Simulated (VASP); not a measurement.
Here is a VASP 6.6.1 calculation.

INCAR

```
PREC = Accurate ; ENCUT = 520
EDIFF = 1E-6 ; ISMEAR = 0
SIGMA = 0.1 ; LREAL = False
LASPH = True ; NELM = 100
ALGO = Normal ; ISIF = 2
LWAVE = False ; LCHARG = True
GGA = PE ; LELF = True
LVHAR = True ; NBANDS = 14
```

KPOINTS

```
Automatic mesh
0
Gamma
  4 4 4
```

Contents of POSCAR:

```
Mg3Re
1.0
    4.0960699497      0.0000000000      0.0000000000
    0.0000000000      4.0960699497      0.0000000000
    0.0000000000      0.0000000000      4.0960699497
Mg Re
3 1
Direct
    0.0000000000      0.5000000000      0.5000000000
    0.5000000000      0.0000000000      0.5000000000
    0.5000000000      0.5000000000      0.0000000000
    0.0000000000      0.0000000000      0.0000000000
```

Potentials or basis: VASP PAW PBE potentials, release 64 (Mg, Re).

Command:

```bash
$ cat potpaw_PBE.64/Mg/POTCAR potpaw_PBE.64/Re/POTCAR > POTCAR
$ mpirun -np 1 vasp_std > vasp.out
```

**Question.** Estimate the pressure.

**Answer.** 3.1 GPa.

**Question.** Estimate the band gap on the k mesh.

**Answer.** Zero (an odd number of electrons rules out a gap without spin polarisation).

Caveat: the k points lie up to 0.38 Å⁻¹ apart, too coarse for converged energies and pressures of a metal; spin-orbit coupling is left out, which moves the levels of the heavy elements.
